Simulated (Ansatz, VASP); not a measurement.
Two plane-wave programs on Au

```
Au
1.0
     1.41131   -2.55593    0.00000
     1.41131    2.55593    0.00000
     0.00000    0.00000    4.89317
Au
2
Direct
  0.66533 0.33467 0.25000
  0.33467 0.66533 0.75000
```

Alike in both runs: task single point; functional LDA; k mesh 2 × 2 × 1; no spin polarisation.

```csv
,VASP,Ansatz
version,VASP 6.6.1,Ansatz 0.2.0
potentials or method,"VASP PAW LDA potentials, release 64 (Au), cutoff 500 eV","scalar-relativistic, plane waves, PAW"
occupations,"fermi-dirac, width 0.25852 eV",fermi-dirac
valence electrons in the cell,22,38
```

Ansatz gave:

- gap on the k mesh at the Fermi level (eV): none
- pressure (GPa): 7.7
- traceless stress, the component that is largest in VASP (GPa): -26.97
- rms of the force components (eV/Å): 0.069

Task: What did VASP give for the same quantities?

Result: gap on the k mesh at the Fermi level (eV): none; pressure (GPa): 8.2; traceless stress, the component that is largest in VASP (GPa): -26.88; rms of the force components (eV/Å): 0.068.

LDA's correlation is that of Perdew and Zunger in VASP and of Perdew and Wang (1992) in Ansatz. Atom by atom the forces differ by 0.001 eV/Å (rms over components). A gap of «none» marks a metal or a gap that the smearing closes. VASP's potentials hold 22 valence electrons a cell and Ansatz's 38, so a difference there can come from the potentials and not from the codes.

The k mesh is coarse, so the values compare programs but aren't converged. Spin-orbit coupling is off throughout.
